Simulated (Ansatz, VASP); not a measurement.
**H in VASP and in Ansatz**

```
H
1.0
     9.00000    0.00000    0.00000
     0.00000    9.20000    0.00000
     0.00000    0.00000    9.80000
H
2
Cartesian
  4.5000 4.6000 4.5250
  4.5000 4.6000 5.2750
```

Alike in both runs: task relaxation of the atoms; functional r2SCAN; k mesh 1 × 1 × 1; occupations fermi-dirac, width 0.01 eV; no spin polarisation.

```csv
,VASP,Ansatz
version,VASP 6.6.1,Ansatz 0.2.0
potentials or method,"VASP PAW PBE potentials, release 64 (H)","PAW with Ansatz's default frozen-core files, scalar-relativistic"
plane-wave cutoff (eV),500,500
valence electrons in the cell,2,2
```

```tsv
	VASP	Ansatz	Ansatz less VASP
gap on the k mesh at the Fermi level, each at its own relaxed structure (eV)	10.89	11.04	+0.155
```

VASP's potentials were made for PBE, not for r2SCAN. Ansatz's warnings: stress scf threshold loose, xc potential rough in thin density.
